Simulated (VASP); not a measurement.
# BeTe6Br (Fm-3m) in VASP: a series of runs

BeTe6Br is run at these levels: PBE; tasks: single point.

All numbers are computed with VASP 6.6.1; they aren't measurements. Logs are shortened: lines on timing, memory, paths and dates and some standing lists are left out, and cuts for length are marked.

**1. The cell of the first run**

It takes space group Fm-3m (No. 225, cubic). Conventional cell: a = 9.465 Å, b = 9.465 Å, c = 9.465 Å, α = 90.00°, β = 90.00°, γ = 90.00°. Be (site symmetry m-3m) has 12 Te at 3.35 Å within 4.4 Å. Te (site symmetry mmm) has 2 Be at 3.35 Å and 8 Te at 3.35 Å and 2 Br at 3.35 Å within 4.4 Å. Br (site symmetry m-3m) has 12 Te at 3.35 Å within 4.4 Å.

The cell was generated, and may not be a known phase.

**2. Single point, PBE**

File INCAR:

```
PREC     = Accurate       # precision mode
ENCUT    = 520            # plane-wave cutoff, eV
EDIFF    = 1E-7           # SCF threshold, eV
ISMEAR   = 0              # smearing method
SIGMA    = 0.1            # smearing width, eV
LREAL    = F              # projectors in reciprocal space
LASPH    = T              # aspherical terms in the spheres
NELM     = 80             # most SCF steps
ALGO     = Normal         # electronic algorithm
ISIF     = 2              # what is computed and relaxed
LWAVE    = F              # write WAVECAR
LCHARG   = F              # write CHGCAR
GGA      = PE             # functional
NBANDS   = 32             # bands
```

File KPOINTS:

```
regular mesh
0
Gamma
  4 4 4
```

File POSCAR:

```
BeTe6Br
1.0
    0.0000000000      4.7325299844      4.7325299844
    4.7325299844      0.0000000000      4.7325299844
    4.7325299844      4.7325299844      0.0000000000
Be Te Br
1 6 1
Direct
    0.5000000000      0.5000000000      0.5000000000
    0.5000000000      0.0000000000      0.0000000000
    0.0000000000      0.5000000000      0.5000000000
    0.0000000000      0.5000000000      0.0000000000
    0.5000000000      0.0000000000      0.5000000000
    0.0000000000      0.0000000000      0.5000000000
    0.5000000000      0.5000000000      0.0000000000
    0.0000000000      0.0000000000      0.0000000000
```

Potentials or basis: VASP PAW PBE potentials, release 64 (Be, Te, Br).

Run with:

```
cat potpaw_PBE.64/Be/POTCAR potpaw_PBE.64/Te/POTCAR potpaw_PBE.64/Br/POTCAR > POTCAR
mpirun -np 1 vasp_std > vasp.out
```

OUTCAR:

```text
PREC = Accurate
   ENCUT = 520
   EDIFF = 1E-7
   ISMEAR = 0
   LREAL = F
   LASPH = T
   NELM = 80
   ISIF = 2
   GGA = PE

 ion  position               nearest neighbor table
   1  0.500  0.500  0.500-
   2  0.500  0.000  0.000-   5 3.35   7 3.35   5 3.35   6 3.35   4 3.35   7 3.35   4 3.35   6 3.35

   3  0.000  0.500  0.500-   4 3.35   6 3.35   4 3.35   7 3.35   5 3.35   6 3.35   5 3.35   7 3.35

   4  0.000  0.500  0.000-   3 3.35   7 3.35   3 3.35   6 3.35   2 3.35   6 3.35   2 3.35   7 3.35

   5  0.500  0.000  0.500-   2 3.35   6 3.35   2 3.35   7 3.35   3 3.35   7 3.35   3 3.35   6 3.35

   6  0.000  0.000  0.500-   3 3.35   5 3.35   2 3.35   4 3.35   3 3.35   4 3.35   2 3.35   5 3.35

   7  0.500  0.500  0.000-   2 3.35   4 3.35   3 3.35   5 3.35   2 3.35   5 3.35   3 3.35   4 3.35

   8  0.000  0.000  0.000-

  LATTYP: Found a face centered cubic cell.
 ALAT       =     9.4650599688

  Lattice vectors:

 A1 = (   0.0000000000,   4.7325299844,   4.7325299844)
 A2 = (   4.7325299844,   0.0000000000,   4.7325299844)
 A3 = (   4.7325299844,   4.7325299844,   0.0000000000)

Analysis of symmetry for initial positions (statically):
=====================================================================
 Subroutine PRICEL returns:
 Original cell was already a primitive cell.

 Routine SETGRP: Setting up the symmetry group for a
 face centered cubic supercell.

 Subroutine GETGRP returns: Found 48 space group operations
 (whereof 48 operations were pure point group operations)
 out of a pool of 48 trial point group operations.

The static configuration has the point symmetry O_h .

Analysis of symmetry for dynamics (positions and initial velocities):
=====================================================================
 Subroutine PRICEL returns:
 Original cell was already a primitive cell.

 Routine SETGRP: Setting up the symmetry group for a
 face centered cubic supercell.

 Subroutine GETGRP returns: Found 48 space group operations
 (whereof 48 operations were pure point group operations)
 out of a pool of 48 trial point group operations.

The dynamic configuration has the point symmetry O_h .

 Subroutine INISYM returns: Found 48 space group operations
 (whereof 48 operations are pure point group operations),
 and found     1 'primitive' translations

[... 94 lines left out ...]
   NFREE  =      0    steps in history (QN), initial steepest desc. (CG)
   ISIF   =      2    stress and relaxation
   ISYM   =      2    0-nonsym 1-usesym 2-fastsym
   POTIM  = 0.5000    time-step for ionic-motion
   TEBEG  =    0.0;   TEEND  =   0.0 temperature during run
   PSTRESS=    0.0 pullay stress
   NELECT =      45.0000    total number of electrons
   NUPDOWN=      -1.0000    fix difference up-down
   EMIN   =  10.00;   EMAX   =-10.00  energy-range for DOS
   EFERMI =   0.00;   METHOD = LEGACY
   ISMEAR =     0;   SIGMA  =   0.10  broadening in eV -4-tet -1-fermi 0-gaus
   EFERMI_NEDOS =   21; number of points for ismear=-14 and -15
   IALGO  =     38    algorithm
   IMIX   =      4    mixing-type and parameters
     AMIX     =   0.40;   BMIX     =  1.00
     AMIX_MAG =   1.60;   BMIX_MAG =  1.00
  volume/ion in A,a.u.               =      26.50       178.82
  Fermi-wavevector in a.u.,A,eV,Ry     =   0.976583  1.845473 12.976060  0.953713
  Thomas-Fermi vector in A             =   2.107213
   LORBIT       =      0    0 simple, 1 ext, 2 COOP (PROOUT), +10 PAW based schemes
   GGA     = PE    functional components
   LHFCALC =     F    Hartree Fock is set to
   AEXX    =    0.0000 exact exchange contribution
   IVDW    =     0    specifies the selected vdW correction
   LEPSILON=     F    determine dielectric tensor
   LRPA    =     F    only Hartree local field effects (RPA)
 non-spin polarized calculation
 Gauss-broadening in eV      SIGMA  =   0.10
  energy-cutoff  :      520.00
  volume of cell :      211.99
 maximum number of plane-waves:      5769
 NGX is ok and might be reduce to    50
   NGX = 25   NGY = 25   NGZ = 25

 number of electron      45.0000005 magnetization

 Free energy of the ion-electron system (eV)
  ---------------------------------------------------
  ext. energy  EPLUGINS =         0.00000000
  ---------------------------------------------------
  free energy    TOTEN  =       -19.96863212 eV

  energy without entropy =      -19.93037882  energy(sigma->0) =      -19.94950547

 E-fermi :   7.0556     XC(G=0):  -9.8895

 val. band max:        7.0233354639   @ k =   0.2500   0.2500   0.0000
 cond. band min:       7.0864946251   @ k =   0.5000   0.2500   0.0000
 fundamental gap:      0.0631591612
 Fermi energy:         7.0555949519

 k-point     1 :       0.0000    0.0000    0.0000
  band No.  band energies     occupation
      1      -8.1759      2.00000
      2      -6.0285      2.00000
      3      -4.0925      2.00000
      4      -4.0925      2.00000
      5      -4.0925      2.00000
      6      -2.7758      2.00000
[... 269 lines left out ...]
     31       9.6470      0.00000
     32      10.4684      0.00000

------------------------ aborting loop because EDIFF is reached ----------------------------------------

  FORCE on cell =-STRESS in cart. coord.  units (eV):
  Direction    XX          YY          ZZ          XY          YZ          ZX
  --------------------------------------------------------------------------------------
  -------------------------------------------------------------------------------------
  Total       -0.1281536     -0.1281536     -0.1281536      0.0000000      0.0000000     -0.0000000
  in kB       -0.9685703     -0.9685703     -0.9685703      0.0000000      0.0000000     -0.0000000
  external PRESSURE =      -0.9685703 kB  Pullay stress =       0.0000000 kB

 VOLUME and BASIS-vectors are now :
 -----------------------------------------------------------------------------
  energy-cutoff  :      520.00
  volume of cell :      211.99
      direct lattice vectors                 reciprocal lattice vectors
     0.000000000  4.732529984  4.732529984    -0.105651734  0.105651734  0.105651734
     4.732529984  0.000000000  4.732529984     0.105651734 -0.105651734  0.105651734
     4.732529984  4.732529984  0.000000000     0.105651734  0.105651734 -0.105651734

 POSITION                                       TOTAL-FORCE (eV/Angst)
 -----------------------------------------------------------------------------------
      4.73253      4.73253      4.73253         0.000000      0.000000      0.000000
      0.00000      2.36626      2.36626        -0.000000      0.000000     -0.000000
      4.73253      2.36626      2.36626        -0.000000     -0.000000      0.000000
      2.36626      0.00000      2.36626         0.000000      0.000000      0.000000
      2.36626      4.73253      2.36626         0.000000     -0.000000     -0.000000
      2.36626      2.36626      0.00000         0.000000      0.000000      0.000000
      2.36626      2.36626      4.73253         0.000000      0.000000     -0.000000
      0.00000      0.00000      0.00000         0.000000      0.000000      0.000000
 -----------------------------------------------------------------------------------
    total drift:                                0.000000     -0.000000      0.000000

  FREE ENERGIE OF THE ION-ELECTRON SYSTEM (eV)
  ---------------------------------------------------
  free  energy   TOTEN  =       -19.9686321173 eV

  energy  without entropy=      -19.9303788171  energy(sigma->0) =      -19.94950547
```

OSZICAR:

```text
N       E                     dE             d eps       ncg     rms          rms(c)
DAV:   1     0.204225801427E+03    0.20423E+03   -0.16452E+04   512   0.114E+03
DAV:   2    -0.320307326731E+01   -0.20743E+03   -0.19835E+03   688   0.171E+02
DAV:   3    -0.200469351557E+02   -0.16844E+02   -0.16291E+02   640   0.539E+01
DAV:   4    -0.203901599477E+02   -0.34322E+00   -0.34252E+00   560   0.932E+00
DAV:   5    -0.203986449581E+02   -0.84850E-02   -0.84841E-02   656   0.154E+00    0.169E+01
DAV:   6    -0.199618287110E+02    0.43682E+00   -0.83647E-01   672   0.426E+00    0.101E+01
DAV:   7    -0.199690503921E+02   -0.72217E-02   -0.28160E-01   576   0.187E+00    0.395E+00
DAV:   8    -0.199697315496E+02   -0.68116E-03   -0.16076E-02   608   0.560E-01    0.801E-01
DAV:   9    -0.199692972052E+02    0.43434E-03   -0.69357E-03   576   0.416E-01    0.304E-01
DAV:  10    -0.199686897264E+02    0.60748E-03   -0.17338E-03   608   0.241E-01    0.881E-02
DAV:  11    -0.199686369551E+02    0.52771E-04   -0.41346E-04   568   0.111E-01    0.460E-02
DAV:  12    -0.199686342221E+02    0.27331E-05   -0.98026E-05   600   0.439E-02    0.101E-02
DAV:  13    -0.199686329642E+02    0.12579E-05   -0.11842E-05   568   0.147E-02    0.391E-03
DAV:  14    -0.199686320448E+02    0.91933E-06   -0.22807E-06   560   0.732E-03    0.584E-03
DAV:  15    -0.199686321675E+02   -0.12269E-06   -0.18464E-07   440   0.186E-03    0.214E-03
DAV:  16    -0.199686321173E+02    0.50202E-07   -0.12311E-08   304   0.573E-04
   1 F= -.19968632E+02 E0= -.19949505E+02  d E =-.382533E-01
```

stdout:

```text
POSCAR found type information on POSCAR BeTeBr
 POSCAR found :  3 types and       8 ions
 scaLAPACK will be used
 LDA part: xc-table for (Slater+PW92), standard interpolation
 POSCAR, INCAR and KPOINTS ok, starting setup
 FFT: planning ... GRIDC
 FFT: planning ... GRID_SOFT
 FFT: planning ... GRID
 WAVECAR not read
 entering main loop
```

Wall time 3 min (1 thread of AMD EPYC 7R13, shared host); peak memory 0.33 GiB.

What came out:

| Quantity | Value |
| --- | --- |
| Free energy | -19.9686 eV |
| Pressure | -0.1 GPa |
| Band gap on the k mesh | zero (an odd number of electrons rules out a gap without spin polarisation) |

Caveat: spin-orbit coupling is left out, which moves the levels of the heavy elements; an odd number of electrons without spin polarisation forces a metal; a magnetic or distorted state may lie lower.

**3. Single point, PBE**

This run uses another cell than the first one, of 37.41 Å³/atom.

File INCAR:

```
PREC     = Accurate       # precision mode
ENCUT    = 520            # plane-wave cutoff, eV
EDIFF    = 1E-7           # SCF threshold, eV
ISMEAR   = 0              # smearing method
SIGMA    = 0.1            # smearing width, eV
LREAL    = False          # projectors in reciprocal space
LASPH    = True           # aspherical terms in the spheres
NELM     = 60             # most SCF steps
ALGO     = Normal         # electronic algorithm
ISIF     = 2              # what is computed and relaxed
LWAVE    = False          # write WAVECAR
LCHARG   = False          # write CHGCAR
GGA      = PE             # functional
NBANDS   = 32             # bands
```

KPOINTS is that of step 2.

POSCAR, as its differences from that of step 2:

```diff
@@ -2,5 +2,5 @@
 1.0
-    0.0000000000      4.7325299844      4.7325299844
-    4.7325299844      0.0000000000      4.7325299844
-    4.7325299844      4.7325299844      0.0000000000
+    0.0000000000      5.3089469700      5.3089469700
+    5.3089469700      0.0000000000      5.3089469700
+    5.3089469700      5.3089469700      0.0000000000
 Be Te Br
```

Potentials or basis: VASP PAW PBE potentials, release 64 (Be, Te, Br).

Run with:

```
cat potpaw_PBE.64/Be/POTCAR potpaw_PBE.64/Te/POTCAR potpaw_PBE.64/Br/POTCAR > POTCAR
mpirun -np 1 vasp_std > vasp.out
```

Wall time 4 min (1 thread of AMD EPYC 7R13, shared host); peak memory 0.43 GiB.

Results (log left out):

- Free energy: -17.0082 eV
- Pressure: -7.6 GPa
- Band gap on the k mesh: zero (an odd number of electrons rules out a gap without spin polarisation)

Levels at points of the mesh, in eV from the Fermi level:
```csv
k point,band 18,band 19,band 20,band 21,band 22,band 23,band 24,band 25,band 26,band 27
"(0.00, 0.00, 0.00)",-0.67,-0.40,-0.40,-0.40,1.00,1.00,1.14,1.14,1.14,1.16
"(0.50, 0.00, 0.00)",-1.07,-1.01,-1.01,-0.43,-0.43,0.09,0.23,0.31,0.81,0.81
"(0.50, 0.50, 0.00)",-1.42,-1.25,-1.20,-1.20,-1.00,0.03,0.03,0.45,0.50,0.50
```

Caveat: the cell stands under tension; spin-orbit coupling is left out, which moves the levels of the heavy elements; an odd number of electrons without spin polarisation forces a metal; a magnetic or distorted state may lie lower.

The gap in the log of VASP goes by the Fermi energy; the results here count the filled bands.